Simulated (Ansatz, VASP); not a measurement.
# InP in VASP and in Ansatz

```xyz
2
Lattice="0.0000 3.0640 2.8189 3.0640 0.0000 2.8189 3.0640 3.0640 0.0000" Properties=species:S:1:pos:R:3 pbc="T T T"
In    0.0000    0.0000    0.0000
P     4.5960    4.5960    4.2284
```

Alike in both runs: task single point; functional PBE; k mesh 12 × 12 × 12; occupations gaussian, width 0.05 eV; no spin polarisation.

|  | VASP | Ansatz |
| --- | --- | --- |
| version | VASP 6.6.1 | Ansatz 0.2.0 |
| potentials or method | VASP PAW PBE potentials, release 64 (In_d, P), cutoff 520 eV | scalar-relativistic, plane waves, PAW |
| valence electrons in the cell | 18 | 18 |

|  | VASP | Ansatz | Ansatz less VASP |
| --- | --- | --- | --- |
| gap on the k mesh at the Fermi level (eV) | 0.19 | 0.19 | +0.003 |
| least direct gap on the mesh (eV) | 0.19 | 0.19 | +0.003 |
| pressure (GPa) | -0.2 | -0.2 | +0.05 |
| traceless stress, the component that is largest in VASP (GPa) | 1.94 | 1.94 | -0.001 |

With one functional, cell and mesh, what is left measures potentials, basis and numerics.
